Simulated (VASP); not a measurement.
# CrO2 (P4_2/mnm) in VASP: single point with PBE

Aim: the single point of CrO2 with PBE.

Program: VASP 6.6.1. These are calculated values, not measurements. Logs are shortened: lines on timing, memory, paths and dates and some standing lists are left out, and cuts for length are marked.

## 1. The cell of the first run

It takes space group P4_2/mnm (No. 136, tetragonal). The conventional cell has a = 4.444 Å, b = 4.444 Å, c = 2.922 Å, α = 90.00°, β = 90.00°, γ = 90.00°. Cr (site symmetry mmm) has 6 O at 1.91 Å within 2.5 Å. Within 2.5 Å of O (site symmetry m2m) lie 3 Cr at 1.91 Å and 1 O at 2.47 Å.

## 2. Single point, PBE, collinear spin, antiferromagnetic start

INCAR

```
  ALGO = Normal
  EDIFF = 1E-6
  ENCUT = 520
  GGA = PE
  ISIF = 2
  ISMEAR = 0
  ISPIN = 2
  LASPH = T
  LCHARG = F
  LMAXMIX = 4
  LORBIT = 11
  LREAL = F
  LWAVE = F
  MAGMOM = 2 -2 0 0 0 0
  NBANDS = 37
  NELM = 150
  PREC = Accurate
  SIGMA = 0.05
```

KPOINTS

```
k-points
0
Gamma
  6 6 10
```

POSCAR

```
CrO2
1.0
    4.4439090576      0.0000000000      0.0000000000
    0.0000000000      4.4439090576      0.0000000000
    0.0000000000      0.0000000000      2.9217460561
Cr O
2 4
Direct
    0.0000000000      0.0000000000      0.0000000000
    0.5000000000      0.5000000000      0.5000000000
    0.3036626104      0.3036626104      0.0000000000
    0.1963373896      0.8036626104      0.5000000000
    0.6963373896      0.6963373896      0.0000000000
    0.8036626104      0.1963373896      0.5000000000
```

Potentials or basis: VASP PAW PBE potentials, release 64 (Cr_pv, O).

Started as:

```bash
> cat potpaw_PBE.64/Cr_pv/POTCAR potpaw_PBE.64/O/POTCAR > POTCAR
> mpirun -np 1 vasp_std > vasp.out
```

OUTCAR:

```text
EDIFF = 1E-6
   ENCUT = 520
   GGA = PE
   ISIF = 2
   ISMEAR = 0
   ISPIN = 2
   LASPH = T
   LORBIT = 11
   LREAL = F
   NELM = 150
   PREC = Accurate

 ion  position               nearest neighbor table
   1  0.000  0.000  0.000-   3 1.91   5 1.91   4 1.91   6 1.91   4 1.91   6 1.91
   2  0.500  0.500  0.500-   4 1.91   6 1.91   5 1.91   3 1.91   3 1.91   5 1.91
   3  0.304  0.304  0.000-   1 1.91   2 1.91   2 1.91
   4  0.196  0.804  0.500-   2 1.91   1 1.91   1 1.91
   5  0.696  0.696  0.000-   1 1.91   2 1.91   2 1.91
   6  0.804  0.196  0.500-   2 1.91   1 1.91   1 1.91

  LATTYP: Found a simple tetragonal cell.
 ALAT       =     4.4439090576
 C/A-ratio  =     0.6574720630

  Lattice vectors:

 A1 = (   4.4439090576,   0.0000000000,   0.0000000000)
 A2 = (   0.0000000000,   4.4439090576,   0.0000000000)
 A3 = (   0.0000000000,   0.0000000000,   2.9217460561)

Analysis of symmetry for initial positions (statically):
=====================================================================
 Subroutine PRICEL returns:
 Original cell was already a primitive cell.

 Routine SETGRP: Setting up the symmetry group for a
 simple tetragonal supercell.

 Subroutine GETGRP returns: Found 16 space group operations
 (whereof  8 operations were pure point group operations)
 out of a pool of 16 trial point group operations.

The static configuration has the point symmetry D_2h.
 The point group associated with its full space group is D_4h.

Analysis of symmetry for dynamics (positions and initial velocities):
=====================================================================
 Subroutine PRICEL returns:
 Original cell was already a primitive cell.

 Routine SETGRP: Setting up the symmetry group for a
 simple tetragonal supercell.

 Subroutine GETGRP returns: Found 16 space group operations
 (whereof  8 operations were pure point group operations)
 out of a pool of 16 trial point group operations.

The dynamic configuration has the point symmetry D_2h.
 The point group associated with its full space group is D_4h.

Analysis of structural, dynamic, and magnetic symmetry:
=====================================================================
 Subroutine PRICEL returns:
 Original cell was already a primitive cell.

 Routine SETGRP: Setting up the symmetry group for a
 simple tetragonal supercell.

 Subroutine GETGRP returns: Found 16 space group operations
 (whereof  8 operations were pure point group operations)
 out of a pool of 16 trial point group operations.

The overall configuration has the point symmetry D_2h.
[... 145 lines left out ...]
   NGX = 17   NGY = 17   NGZ = 11

 number of electron      48.0000004 magnetization      -0.0000000

 number of electron      48.0000004 magnetization       0.0000000

 Free energy of the ion-electron system (eV)
  ---------------------------------------------------
  ext. energy  EPLUGINS =         0.00000000
  ---------------------------------------------------
  free energy    TOTEN  =       -50.03531654 eV

  energy without entropy =      -50.03149637  energy(sigma->0) =      -50.03340646

 E-fermi :   5.3539     XC(G=0): -11.8463

 val. band max:        5.3433429791   @ k =   0.1667   0.0000   0.4000
 cond. band min:       5.3704038333   @ k =   0.1667   0.1667   0.2000
 fundamental gap:      0.0270608542
 Fermi energy:         5.3539229881

 spin component 1

 k-point     1 :       0.0000    0.0000    0.0000
  band No.  band energies     occupation
      1     -39.1853      1.00000
      2     -39.0988      1.00000
      3     -39.0865      1.00000
      4     -37.5289      1.00000
      5     -37.1193      1.00000
      6     -36.9530      1.00000
[... 925 lines left out ...]
     35      16.2506      0.00000
     36      16.2523      0.00000

 [... further k-points ...]

 spin component 2

 k-point     1 :       0.0000    0.0000    0.0000
  band No.  band energies     occupation
      1     -39.1853      1.00000
      2     -39.0988      1.00000
      3     -39.0865      1.00000
      4     -37.5289      1.00000
      5     -37.1193      1.00000
      6     -36.9530      1.00000
[... 925 lines left out ...]
     35      16.2506      0.00000
     36      16.2523      0.00000

 [... further k-points ...]

 [bands above 36 left out]

------------------------ aborting loop because EDIFF is reached ----------------------------------------

  FORCE on cell =-STRESS in cart. coord.  units (eV):
  Direction    XX          YY          ZZ          XY          YZ          ZX
  --------------------------------------------------------------------------------------
  -------------------------------------------------------------------------------------
  Total        0.2712212      0.2712212     -0.9329984      0.0000000      0.0000000      0.0000000
  in kB        7.5311509      7.5311509    -25.9070925      0.0000000      0.0000000      0.0000000
  external PRESSURE =      -3.6149302 kB  Pullay stress =       0.0000000 kB

 VOLUME and BASIS-vectors are now :
 -----------------------------------------------------------------------------
  energy-cutoff  :      520.00
  volume of cell :       57.70
      direct lattice vectors                 reciprocal lattice vectors
     4.443909058  0.000000000  0.000000000     0.225027107  0.000000000  0.000000000
     0.000000000  4.443909058  0.000000000     0.000000000  0.225027107  0.000000000
     0.000000000  0.000000000  2.921746056     0.000000000  0.000000000  0.342261093

 POSITION                                       TOTAL-FORCE (eV/Angst)
 -----------------------------------------------------------------------------------
      0.00000      0.00000      0.00000        -0.000000      0.000000      0.000000
      2.22195      2.22195      1.46087        -0.000000      0.000000      0.000000
      1.34945      1.34945      0.00000         0.107895      0.107895     -0.000000
      0.87251      3.57140      1.46087        -0.107895      0.107895      0.000000
      3.09446      3.09446      0.00000        -0.107895     -0.107895      0.000000
      3.57140      0.87251      1.46087         0.107895     -0.107895      0.000000
 -----------------------------------------------------------------------------------
    total drift:                                0.000000      0.000000     -0.000000

  FREE ENERGIE OF THE ION-ELECTRON SYSTEM (eV)
  ---------------------------------------------------
  free  energy   TOTEN  =       -50.0353165387 eV

  energy  without entropy=      -50.0314963738  energy(sigma->0) =      -50.03340646

 total charge

# of ion       s       p       d       tot
------------------------------------------
    1        0.361   6.452   4.026  10.840
    2        0.361   6.452   4.026  10.840
    3        1.572   3.454   0.000   5.026
    4        1.572   3.454   0.000   5.026
    5        1.572   3.454   0.000   5.026
    6        1.572   3.454   0.000   5.026
--------------------------------------------------
tot          7.009  26.723   8.053  41.784

 magnetization (x)

# of ion       s       p       d       tot
------------------------------------------
    1        0.014   0.016   1.781   1.811
    2       -0.014  -0.016  -1.781  -1.811
    3        0.001   0.029   0.000   0.030
    4       -0.001  -0.029   0.000  -0.030
    5        0.001   0.029   0.000   0.030
    6       -0.001  -0.029   0.000  -0.030
--------------------------------------------------
tot          0.000   0.000  -0.000  -0.000
```

OSZICAR:

```text
N       E                     dE             d eps       ncg     rms          rms(c)
DAV:   1     0.586776222003E+03    0.58678E+03   -0.25527E+04  8880   0.146E+03
DAV:   2    -0.150295202633E+02   -0.60181E+03   -0.54878E+03  9330   0.447E+02
DAV:   3    -0.652570349802E+02   -0.50228E+02   -0.49008E+02  9820   0.142E+02
DAV:   4    -0.661210346728E+02   -0.86400E+00   -0.85879E+00 10178   0.192E+01
DAV:   5    -0.661379676039E+02   -0.16933E-01   -0.16868E-01 11102   0.259E+00    0.410E+01
DAV:   6    -0.592308718159E+02    0.69071E+01   -0.72369E+01 10791   0.838E+01    0.422E+01
DAV:   7    -0.527081676992E+02    0.65227E+01   -0.45862E+01  9996   0.882E+01    0.183E+01
DAV:   8    -0.502932478343E+02    0.24149E+01   -0.54927E+00 10010   0.202E+01    0.715E+00
DAV:   9    -0.500250857947E+02    0.26816E+00   -0.79313E-01 11084   0.823E+00    0.271E+00
DAV:  10    -0.500357727722E+02   -0.10687E-01   -0.12108E-01  9645   0.233E+00    0.162E+00
DAV:  11    -0.500388946996E+02   -0.31219E-02   -0.20146E-02  9921   0.158E+00    0.927E-01
DAV:  12    -0.500357347225E+02    0.31600E-02   -0.52929E-03  9527   0.877E-01    0.384E-01
DAV:  13    -0.500353101429E+02    0.42458E-03   -0.15540E-03 11065   0.410E-01    0.133E-01
DAV:  14    -0.500353403903E+02   -0.30247E-04   -0.17000E-04  9545   0.926E-02    0.679E-02
DAV:  15    -0.500353270104E+02    0.13380E-04   -0.67031E-05  9890   0.931E-02    0.455E-02
DAV:  16    -0.500353170004E+02    0.10010E-04   -0.24448E-05 10351   0.401E-02    0.169E-02
DAV:  17    -0.500353165387E+02    0.46175E-06   -0.18197E-06  8188   0.958E-03
   1 F= -.50035317E+02 E0= -.50033406E+02  d E =-.382016E-02  mag=     0.0000
```

stdout:

```text
POSCAR found type information on POSCAR CrO
 POSCAR found :  2 types and       6 ions
 scaLAPACK will be used
 LDA part: xc-table for (Slater+PW92), standard interpolation
 POSCAR, INCAR and KPOINTS ok, starting setup
 FFT: planning ... GRIDC
 FFT: planning ... GRID_SOFT
 FFT: planning ... GRID
 WAVECAR not read
 entering main loop
```

Run time: 3.2 min. Hardware: 1 thread of Intel Xeon Platinum 8259CL at 2.50GHz (Skylake/Cascade Lake), shared host; peak memory 0.31 GiB.

What came out:

| Item | Value |
| --- | --- |
| Free energy | -50.0353 eV |
| Pressure | -0.4 GPa |
| Largest force | 0.153 eV/Å |
| Band gap on the k mesh | zero (filled and empty bands overlap) |
| Net moment | 0.00 μB per cell |
| Site moments | Cr +1.81, -1.81; O +0.03, -0.03 (each value once) μB |
| Valence electrons inside the program's atomic spheres | Cr 10.84; O 5.03 |

Forces in eV/Å, atoms in the order of the input:
```
Cr   0.000  0.000  0.000
Cr   0.000  0.000  0.000
O    0.108  0.108  0.000
O   -0.108  0.108  0.000
O   -0.108 -0.108  0.000
O    0.108 -0.108  0.000
```

Levels at points of the mesh, in eV from the Fermi level:
Spin up:
```csv
k point,band 21,band 22,band 23,band 24,band 25,band 26,band 27,band 28
"(0.00, 0.00, 0.00)",-1.10,-1.00,-0.77,-0.76,-0.08,0.93,1.12,2.14
"(0.50, 0.00, 0.00)",-1.56,-1.49,-0.53,-0.09,0.65,1.73,1.82,2.08
"(0.50, 0.50, 0.00)",-2.00,-1.93,-1.07,-0.74,0.82,1.13,1.13,2.39
"(0.00, 0.00, 0.50)",-2.50,-2.44,-0.45,0.22,0.96,1.68,2.17,2.53
"(0.50, 0.00, 0.50)",-1.86,-1.77,-0.56,-0.44,-0.25,1.91,2.09,2.11
"(0.50, 0.50, 0.50)",-1.57,-1.49,-0.44,-0.04,0.32,1.34,2.03,2.25
```
Spin down:
| k point | band 21 | band 22 | band 23 | band 24 | band 25 | band 26 | band 27 | band 28 |
| --- | --- | --- | --- | --- | --- | --- | --- | --- |
| (0.00, 0.00, 0.00) | -1.10 | -1.00 | -0.77 | -0.76 | -0.08 | 0.93 | 1.12 | 2.14 |
| (0.50, 0.00, 0.00) | -1.56 | -1.49 | -0.53 | -0.09 | 0.65 | 1.73 | 1.82 | 2.08 |
| (0.50, 0.50, 0.00) | -2.00 | -1.93 | -1.07 | -0.74 | 0.82 | 1.13 | 1.13 | 2.39 |
| (0.00, 0.00, 0.50) | -2.50 | -2.44 | -0.45 | 0.22 | 0.96 | 1.68 | 2.17 | 2.53 |
| (0.50, 0.00, 0.50) | -1.86 | -1.77 | -0.56 | -0.44 | -0.25 | 1.91 | 2.09 | 2.11 |
| (0.50, 0.50, 0.50) | -1.57 | -1.49 | -0.44 | -0.04 | 0.32 | 1.34 | 2.03 | 2.25 |

Caveat: semilocal functionals often make such compounds metallic where correlation or magnetic order opens a gap, which also shifts bond lengths. With open d or f shells a metallic result of PBE can be an artefact of self-interaction; +U or a hybrid may open a gap.

The gap in the log of VASP goes by the Fermi energy; the results here count the filled bands.